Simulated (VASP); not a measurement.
Crystal: Na.

```
Na
1.0
    -2.14100    2.14100    2.14100
     2.14100   -2.14100    2.14100
     2.14100    2.14100   -2.14100
Na
1
Cartesian
  0.0000 0.0000 0.0000
```

* Program: VASP 6.6.1
* Task: relaxation of cell and atoms
* Functional: PBEsol
* Potentials or basis: VASP PAW PBE potentials, release 64 (Na_pv)
* Cutoff: 600 eV
* k mesh: 14 × 14 × 14
* Occupations: gaussian, width 0.1 eV
* Spin: no spin polarisation

At the start: pressure -0.6 GPa; volume 39.26 Å³/atom.

Task: How do energy, volume and symmetry change on relaxing?

Result: Over 5 steps the energy falls by 5.5 meV/atom and the volume is 36.19 Å³/atom (-7.8 %); space group Im-3m (No. 229, to 0.05 Å).

The path:
| step | energy change (eV) | largest force (eV/Å) | pressure (GPa) | volume (Å³) |
| --- | --- | --- | --- | --- |
| 1 | 0.0000 | 0.0000 | -0.55 | 39.26 |
| 2 | -0.0023 | 0.0000 | -0.44 | 38.49 |
| 3 | -0.0055 | 0.0000 | -0.02 | 36.25 |
| 4 | -0.0055 | 0.0000 | 0.03 | 36.13 |
| 5 | -0.0055 | 0.0000 | -0.01 | 36.19 |

Final structure:
```
Na
1.0
    -2.08377    2.08377    2.08377
     2.08377   -2.08377    2.08377
     2.08377    2.08377   -2.08377
Na
1
Direct
  0.00000 0.00000 0.00000
```

Caveat: the PAW data sets were made with another functional, which shifts forces and pressure a little.
